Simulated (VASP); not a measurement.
# TiN (Osbornite) (Fm-3m) in VASP: further runs, part 2 of 2

VASP 6.6.1. The steps go on from the part before.

### Step 3. Relaxation of cell and atoms, PBE

This run uses another cell than the first one, of 9.51 Å³/atom, 0.994 times its volume.

Input file INCAR:

```
SYSTEM = TiN
ALGO = Normal
EDIFF = 1E-6
EDIFFG = -0.01
ENCUT = 600
GGA = PE
IBRION = 2
ISIF = 3
ISMEAR = 0
LASPH = .TRUE.
LCHARG = .FALSE.
LREAL = .FALSE.
LWAVE = .FALSE.
NELM = 80
NSW = 80
PREC = Accurate
SIGMA = 0.1
```

Input file KPOINTS:

```
k-points
0
G
  18 18 18
  0 0 0
```

Input file POSCAR:

```
TiN
1.0
    0.0000000000      2.1190000000      2.1190000000
    2.1190000000      0.0000000000      2.1190000000
    2.1190000000      2.1190000000      0.0000000000
Ti N
1 1
Direct
    0.0000000000      0.0000000000      0.0000000000
    0.5000000000      0.5000000000      0.5000000000
```

Potentials or basis: VASP PAW PBE potentials, release 64 (Ti_sv, N).

Command:

```console
$ cat potpaw_PBE.64/Ti_sv/POTCAR potpaw_PBE.64/N/POTCAR > POTCAR
$ mpirun -np 1 vasp_std > vasp.out
```

OUTCAR:

```text
SYSTEM = TiN
   EDIFF = 1E-6
   EDIFFG = -0.01
   ENCUT = 600
   GGA = PE
   IBRION = 2
   ISIF = 3
   ISMEAR = 0
   LASPH = .TRUE.
   LREAL = .FALSE.
   NELM = 80
   NSW = 80
   PREC = Accurate

 ion  position               nearest neighbor table
   1  0.000  0.000  0.000-   2 2.12   2 2.12   2 2.12   2 2.12   2 2.12   2 2.12
   2  0.500  0.500  0.500-   1 2.12   1 2.12   1 2.12   1 2.12   1 2.12   1 2.12

  LATTYP: Found a face centered cubic cell.
 ALAT       =     4.2380000000

  Lattice vectors:

 A1 = (   0.0000000000,   2.1190000000,   2.1190000000)
 A2 = (   2.1190000000,   0.0000000000,   2.1190000000)
 A3 = (   2.1190000000,   2.1190000000,   0.0000000000)

Analysis of symmetry for initial positions (statically):
=====================================================================
 Subroutine PRICEL returns:
 Original cell was already a primitive cell.

 Routine SETGRP: Setting up the symmetry group for a
 face centered cubic supercell.

 Subroutine GETGRP returns: Found 48 space group operations
 (whereof 48 operations were pure point group operations)
 out of a pool of 48 trial point group operations.

The static configuration has the point symmetry O_h .

Analysis of symmetry for dynamics (positions and initial velocities):
[... 168 lines left out ...]
  Total        0.2465921      0.2465921      0.2465921      0.0000000     -0.0000000      0.0000000
  in kB       20.7618936     20.7618936     20.7618936      0.0000000     -0.0000000      0.0000000
  external PRESSURE =      20.7618936 kB  Pullay stress =       0.0000000 kB
[... 59 lines left out ...]
--------------------------------------- Ionic step        3  -------------------------------------------

 number of electron      17.0000002 magnetization

 Free energy of the ion-electron system (eV)
  ---------------------------------------------------
  ext. energy  EPLUGINS =         0.00000000
  ---------------------------------------------------
  free energy    TOTEN  =       -19.63972161 eV

  energy without entropy =      -19.63543611  energy(sigma->0) =      -19.63757886

 E-fermi :  11.3836     XC(G=0): -12.9930

 val. band max:       11.3529177644   @ k =  -0.1667   0.1111   0.0000
 cond. band min:      11.3881054404   @ k =   0.1111   0.0556   0.0000
 fundamental gap:      0.0351876759
 Fermi energy:        11.3836037314

 k-point     1 :       0.0000    0.0000    0.0000
  band No.  band energies     occupation
      1     -46.4956      2.00000
      2     -22.4791      2.00000
      3     -22.4791      2.00000
      4     -22.4791      2.00000
      5      -5.6897      2.00000
      6       9.3448      2.00000
      7       9.3448      2.00000
      8       9.3448      2.00000
      9      10.7722      2.00000
     10      10.7722      2.00000
     11      10.7722      2.00000
     12      11.9548      0.00000
[... 331 lines left out ...]
 k-point    24 :      -0.2222    0.0556    0.0000
  band No.  band energies     occupation
      1     -46.4494      2.00000
      2     -22.7854      2.00000
      3     -22.5263      2.00000
      4     -22.4971      2.00000
      5      -4.6604      2.00000
      6       5.9329      2.00000
      7       7.0025      2.00000
      8       7.3096      2.00000
      9      11.6142      0.00111
     10      11.8210      0.00000
     11      12.2992      0.00000
     12      14.2906      0.00000

 [... further k-points ...]
[... 5 lines left out ...]
  --------------------------------------------------------------------------------------
  -------------------------------------------------------------------------------------
  Total       -0.0018991     -0.0018991     -0.0018991     -0.0000000      0.0000000      0.0000000
  in kB       -0.1587006     -0.1587006     -0.1587006     -0.0000000      0.0000000      0.0000000
  external PRESSURE =      -0.1587006 kB  Pullay stress =       0.0000000 kB
[... 17 lines left out ...]
  FREE ENERGIE OF THE ION-ELECTRON SYSTEM (eV)
  ---------------------------------------------------
  free  energy   TOTEN  =       -19.6397216107 eV

  energy  without entropy=      -19.6354361067  energy(sigma->0) =      -19.63757886

 reached required accuracy - stopping structural energy minimisation
```

It took 3.1 min on 1 thread of AMD EPYC 7R43 (Zen 3), shared host; peak memory 0.16 GiB.

What came out:

```
Free energy                            : -19.6397 eV
Relaxed volume                         : 9.59 Å³/atom
Relaxed cell                           : a = 3.004 Å, b = 3.004 Å, c = 3.004 Å, α = 60.00°, β = 60.00°, γ = 60.00°
Space group after relaxing (to 0.05 Å) : Fm-3m (No. 225)
Energy gained by relaxing              : 0.5 meV/atom
Ionic steps                            : 3
Pressure after relaxing                : 0.0 GPa
```

The path:
| step | energy change (eV) | largest force (eV/Å) | pressure (GPa) | volume (Å³) |
| --- | --- | --- | --- | --- |
| 1 | 0.0000 | 0.0000 | 2.08 | 19.03 |
| 2 | 0.0008 | 0.0000 | -2.72 | 19.37 |
| 3 | -0.0009 | 0.0000 | -0.02 | 19.17 |

Final structure:
```cif
data_structure
_symmetry_space_group_name_H-M 'P 1'
_symmetry_Int_Tables_number 1
_cell_length_a 3.0042
_cell_length_b 3.0042
_cell_length_c 3.0042
_cell_angle_alpha 60.000
_cell_angle_beta 60.000
_cell_angle_gamma 60.000
_cell_volume 19.17
loop_
_atom_site_label
_atom_site_type_symbol
_atom_site_fract_x
_atom_site_fract_y
_atom_site_fract_z
_atom_site_occupancy
Ti1 Ti 0.00000 0.00000 0.00000 1
N1 N 0.50000 0.50000 0.50000 1
```
